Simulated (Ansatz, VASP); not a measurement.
## One calculation of MgO, two programs

The input POSCAR:

```
MgO
1.0
    3.4841042127      0.0000000000      0.0000000000
   -1.7420521064      3.0173227576      0.0000000000
    0.0000000000      0.0000000000      4.1856875957
Mg O
2 2
Direct
    0.6666666667      0.3333333333      0.7500000000
    0.3333333333      0.6666666667      0.2500000000
    0.6666666667      0.3333333333      0.2500000000
    0.3333333333      0.6666666667      0.7500000000
```

File INCAR.step1:

```
SYSTEM = MgO
PREC = Accurate
ENCUT = 660
ISMEAR = 0
SIGMA = 0.05
LREAL = .False.
LASPH = .True.
NELM = 120
NBANDS = 24
GGA = PE
ALGO = Normal
EDIFF = 1E-5
LWAVE = .True.
LCHARG = .False.
GGA_COMPAT = .False.
```

File INCAR.step2:

```
SYSTEM = MgO
PREC = Accurate
ENCUT = 660
EDIFF = 1E-6
ISMEAR = 0
SIGMA = 0.05
LREAL = .False.
LASPH = .True.
NELM = 120
ALGO = Normal
ISIF = 2
LWAVE = .False.
LCHARG = .True.
METAGGA = R2SCAN
LMIXTAU = .True.
LELF = .True.
LVHAR = .True.
NBANDS = 24
ISTART = 1
GGA_COMPAT = .False.
```

File KPOINTS:

```
Automatic mesh
0
Gamma
  6 6 6
  0 0 0
```

Input for Ansatz:

```yaml
crystal:
  lattice:
    - [3.4841042127, 0.0, 0.0]
    - [-1.7420521064, 3.0173227576, 0.0]
    - [0.0, 0.0, 4.1856875957]
  atoms:
    - { symbol: Mg, position: [0.6666666667, 0.3333333333, 0.75] }
    - { symbol: Mg, position: [0.3333333333, 0.6666666667, 0.25] }
    - { symbol: O, position: [0.6666666667, 0.3333333333, 0.25] }
    - { symbol: O, position: [0.3333333333, 0.6666666667, 0.75] }
basis:
  ecutwfc: 500
kpoints:
  mp_grid: { grid: [6, 6, 6] }
hamiltonian:
  xc: r2scan
scf:
  occupations: { method: gaussian, width: 0.05 }
output:
  forces: true
  stress: true
  eigenvalues: true
  write_density: true
  write_potential: true
  elf: true
  volumetric_format: npy
```

Alike in both runs: task single point; functional r2SCAN; k mesh 6 × 6 × 6; occupations gaussian, width 0.05 eV; no spin polarisation.

```csv
,VASP,Ansatz
version,VASP 6.6.1,Ansatz 0.2.0
potentials or method,"VASP PAW PBE potentials, release 64 (Mg_sv, O), cutoff 660 eV","scalar-relativistic, plane waves, PAW"
valence electrons in the cell,32,32
```

Ansatz gave:

| Quantity | Value |
| --- | --- |
| gap on the k mesh at the Fermi level (eV) | 4.09 |
| least direct gap on the mesh (eV) | 4.09 |
| pressure (GPa) | 0.0 |

**Question.** Estimate VASP's values.

**Answer.** gap on the k mesh at the Fermi level (eV): 4.10; least direct gap on the mesh (eV): 4.10; pressure (GPa): -0.3.

VASP's potentials were made for PBE, not for r2SCAN.
